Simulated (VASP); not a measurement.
YbSi12, 13 atoms in the cell. Symmetry: Fm-3m, No. 225, cubic system. The conventional cell has a = 9.552 Å, b = 9.552 Å, c = 9.552 Å, α = 90.00°, β = 90.00°, γ = 90.00°. Within 4.7 Å of Yb (site symmetry m-3m) lie 24 Si at 3.55 Å. Si (site symmetry mm2) has 5 Si at 2.18 to 2.29 Å within 2.9 Å. 

```yaml
Program: VASP 6.6.1
Task: single point
Functional: r2SCAN
Potentials_or_basis: VASP PAW PBE potentials, release 64 (Yb, Si)
Cutoff: 520 eV
k_mesh: 4 × 4 × 4
Occupations: fermi-dirac, width 0.0404 eV
Spin: no spin polarisation
Hubbard_terms: Yb f U = 4.4 eV
Dipole_correction: no
Further_INCAR_settings: ALGO = Normal; EDIFF = 1e-06; NBANDS = 48
```

Potentials or basis: VASP PAW PBE potentials, release 64 (Yb, Si).

Run with:

```console
$ cat potpaw_PBE.64/Yb/POTCAR potpaw_PBE.64/Si/POTCAR > POTCAR
$ cp INCAR.step1 INCAR
$ mpirun -np 1 vasp_std > vasp.out
$ cp INCAR.step2 INCAR
$ mpirun -np 1 vasp_std > vasp.out
```

Hardware: 1 thread of Intel(R) Xeon(R) Platinum 8259CL CPU @ 2.50GHz (Skylake/Cascade Lake) (shared host).

**Question.** How long does it take, and how much memory?

**Answer.** It took 15 min on 1 thread of Intel(R) Xeon(R) Platinum 8259CL CPU @ 2.50GHz (Skylake/Cascade Lake), on a shared host, peak memory 0.42 GiB. Counts: k points 8.
